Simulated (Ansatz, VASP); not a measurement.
**One calculation of GaAs, two programs**

The input INCAR:

```
  ALGO = Normal
  EDIFF = 1E-7
  EDIFFG = -0.002
  ENCUT = 600
  IBRION = 2
  ISIF = 3
  ISMEAR = 0
  LASPH = True
  LCHARG = False
  LREAL = False
  LWAVE = False
  NELM = 60
  NSW = 100
  PREC = Accurate
  SIGMA = 0.02
```

The input KPOINTS:

```
k-points
0
Gamma
  12 12 12
```

Contents of POSCAR:

```
GaAs
1.0
    0.0000000000      2.8016867468      2.8016867468
    2.8016867468      0.0000000000      2.8016867468
    2.8016867468      2.8016867468      0.0000000000
Ga As
1 1
Direct
    0.0000000000      0.0000000000      0.0000000000
    0.7500000000      0.7500000000      0.7500000000
```

Input for Ansatz:

```yaml
crystal:
  lattice:
    - [0.0, 2.8016867468, 2.8016867468]
    - [2.8016867468, 0.0, 2.8016867468]
    - [2.8016867468, 2.8016867468, 0.0]
  atoms:
    - { symbol: Ga, position: [0.0, 0.0, 0.0] }
    - { symbol: As, position: [0.75, 0.75, 0.75] }
basis:
  ecutwfc: 420
kpoints:
  mp_grid: { grid: [12, 12, 12] }
hamiltonian:
  xc: lda
  pseudopotentials: { kind: paw, azcp: { folder: soft_1 } }
scf:
  occupations: { method: gaussian, width: 0.02 }
output:
  forces: true
  stress: true
  eigenvalues: true
relax:
  adjacent_minimum: "off"
  f_tol: 0.002
  max_steps: 80
  cell: { stress_tol: 0.02 }
```

Alike in both runs: task relaxation of cell and atoms; functional LDA; k mesh 12 × 12 × 12; occupations gaussian, width 0.02 eV; no spin polarisation.

```csv
,VASP,Ansatz
version,VASP 6.6.1,Ansatz 0.2.0
potentials or method,"VASP PAW LDA potentials, release 64 (Ga_d, As), cutoff 600 eV","scalar-relativistic, plane waves, PAW"
valence electrons in the cell,18,28
```

VASP gave:

| Property | Result |
| --- | --- |
| gap on the k mesh at the Fermi level, each at its own relaxed structure (eV) | 0.50 |
| relaxed volume (Å³/atom) | 22.08 |
| relaxed length of the cell vector where the two differ most in proportion (Å) | 3.968 |

Task: Which values does Ansatz return?

Result: gap on the k mesh at the Fermi level, each at its own relaxed structure (eV): 0.49; relaxed volume (Å³/atom): 21.99; relaxed length of the cell vector where the two differ most in proportion (Å): 3.962.

Ansatz warns that its potentials were made for another functional, while VASP's fit it. LDA's correlation is that of Perdew and Zunger in VASP and of Perdew and Wang (1992) in Ansatz. VASP's potentials hold 18 valence electrons a cell and Ansatz's 28, so a difference there can come from the potentials and not from the codes.
